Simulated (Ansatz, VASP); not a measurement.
One calculation of CsPbCl3, two programs

```
CELL_PARAMETERS angstrom
5.61865 0.00000 0.00000
0.00000 5.61865 0.00000
0.00000 0.00000 5.61865
ATOMIC_POSITIONS crystal
Cs 0.00000 0.00000 0.00000
Pb 0.50000 0.50000 0.50000
Cl 0.50000 0.50000 0.00000
Cl 0.00000 0.50000 0.50000
Cl 0.50000 0.00000 0.50000
```

Alike in both runs: functional PBEsol; k mesh 6 × 6 × 6; occupations gaussian, width 0.02 eV; no spin polarisation.

Ansatz relaxed the structure, and its values are those at the end. VASP's run is a single point on that final structure, the one shown.

|  | VASP | Ansatz |
| --- | --- | --- |
| version | VASP 6.6.1 | Ansatz 0.2.0 |
| potentials or method | VASP PAW PBE potentials, release 64 (Cs_sv, Pb_d, Cl), cutoff 520 eV | scalar-relativistic, plane waves, PAW |
| valence electrons in the cell | 44 | 44 |

|  | VASP | Ansatz | Ansatz less VASP |
| --- | --- | --- | --- |
| gap on the k mesh at the Fermi level (eV) | 1.84 | 1.83 | -0.007 |
| least direct gap on the mesh (eV) | 1.84 | 1.83 | -0.007 |
| pressure (GPa) | 0.0 | 0.0 | +0.03 |

VASP's potentials were made for PBE, not for PBEsol. The functional is the same, so the differences come from potentials, cutoffs and numerics.

Spin-orbit coupling is off throughout.
